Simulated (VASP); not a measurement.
Wanted: the native input for a VASP 6.6.1 run.

```
Task                   : single point
Functional             : PBEsol
Potentials or basis    : VASP PAW PBE potentials, release 64 (K_sv, Mg, F)
Cutoff                 : 520 eV
k mesh                 : 4 × 4 × 4
Occupations            : gaussian, width 0.01 eV
Spin                   : no spin polarisation
Dipole correction      : no
Further INCAR settings : ALGO = Normal; EDIFF = 1e-07; NBANDS = 24
```

The structure of KMgF3 lies in POSCAR:

```
KMgF3
1.0
    3.9802355555      0.0000000000      0.0000000000
    0.0000000000      3.9802355555      0.0000000000
    0.0000000000      0.0000000000      3.9802355555
K Mg F
1 1 3
Direct
    0.5000000000      0.5000000000      0.5000000000
    0.0000000000      0.0000000000      0.0000000000
    0.5000000000      0.0000000000      0.0000000000
    0.0000000000      0.5000000000      0.0000000000
    0.0000000000      0.0000000000      0.5000000000
```

One way to write it, as run:

INCAR

```
SYSTEM = KMgF3
PREC = Accurate ; ENCUT = 520
EDIFF = 1E-7 ; ISMEAR = 0
SIGMA = 0.01 ; LREAL = .False.
LASPH = .True. ; NELM = 80
ALGO = Normal ; ISIF = 2
LWAVE = .False. ; LCHARG = .False.
GGA = PS ; NBANDS = 24
```

KPOINTS

```
Automatic mesh
0
Gamma
  4 4 4
  0 0 0
```

Potentials or basis: VASP PAW PBE potentials, release 64 (K_sv, Mg, F).

Command:

```console
$ cat potpaw_PBE.64/K_sv/POTCAR potpaw_PBE.64/Mg/POTCAR potpaw_PBE.64/F/POTCAR > POTCAR
$ mpirun -np 1 vasp_std > vasp.out
```

Results of the run:

```yaml
Pressure: 0.2 GPa
Band_gap_on_the_k_mesh: 7.15 eV, indirect (least direct gap 7.48 eV)
```

Caveat: the PAW data sets were made with another functional, which shifts forces and pressure a little.

Wall time 12 s on 1 thread of Intel(R) Xeon(R) Platinum 8559C (Emerald Rapids), with other jobs on the host, peak memory 0.16 GiB.
